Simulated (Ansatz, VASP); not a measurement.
## WS2: VASP beside Ansatz

File INCAR:

```
SYSTEM = WS2
  PREC = Accurate
  ENCUT = 520
  EDIFF = 1E-6
  ISMEAR = 0
  SIGMA = 0.01
  LREAL = .False.
  LASPH = .True.
  NELM = 60
  ALGO = Normal
  ISIF = 2
  LWAVE = .False.
  LCHARG = .False.
  NBANDS = 20
```

File KPOINTS:

```
Automatic mesh
0
Gamma
  4 4 4
  0 0 0
```

The input POSCAR:

```
WS2
1.0
    1.5858866948      0.9156121101      6.2374697496
   -1.5858866948      0.9156121101      6.2374697496
    0.0000000000     -1.8312242203      6.2374697496
W S
1 2
Direct
   -0.0000115685     -0.0000115685     -0.0000115685
    0.4167981689      0.4167981689      0.4167981689
    0.2498800663      0.2498800663      0.2498800663
```

Input for Ansatz:

```yaml
crystal:
  lattice:
    - [1.5858866948, 0.9156121101, 6.2374697496]
    - [-1.5858866948, 0.9156121101, 6.2374697496]
    - [0.0, -1.8312242203, 6.2374697496]
  atoms:
    - { symbol: W, position: [-1.15685e-05, -1.15685e-05, -1.15685e-05] }
    - { symbol: S, position: [0.4167981689, 0.4167981689, 0.4167981689] }
    - { symbol: S, position: [0.2498800663, 0.2498800663, 0.2498800663] }
kpoints:
  mp_grid: { grid: [4, 4, 4] }
hamiltonian:
  xc: lda
scf:
  occupations: { method: fixed }
output:
  optics:
    e_range: [0, 15]
    de: 0.1
    sigma: 0.03
    scissors: 1.0
    scheme: fermi_dirac
    bands: auto
```

Alike in both runs: task single point; functional LDA; k mesh 4 × 4 × 4; no spin polarisation.

```csv
,VASP,Ansatz
version,VASP 6.6.1,Ansatz 0.2.0
potentials or method,"VASP PAW LDA potentials, release 64 (W_sv, S)","plane waves, PAW"
plane-wave cutoff (eV),520,420
occupations,"gaussian, width 0.01 eV",fixed
valence electrons in the cell,26,26
```

```tsv
	VASP	Ansatz	Ansatz less VASP
gap on the k mesh at the Fermi level (eV)	1.34	1.33	-0.010
```

LDA's correlation is that of Perdew and Zunger in VASP and of Perdew and Wang (1992) in Ansatz.

The k mesh is coarse, so the values compare programs but aren't converged. Neither program's run includes spin-orbit coupling.
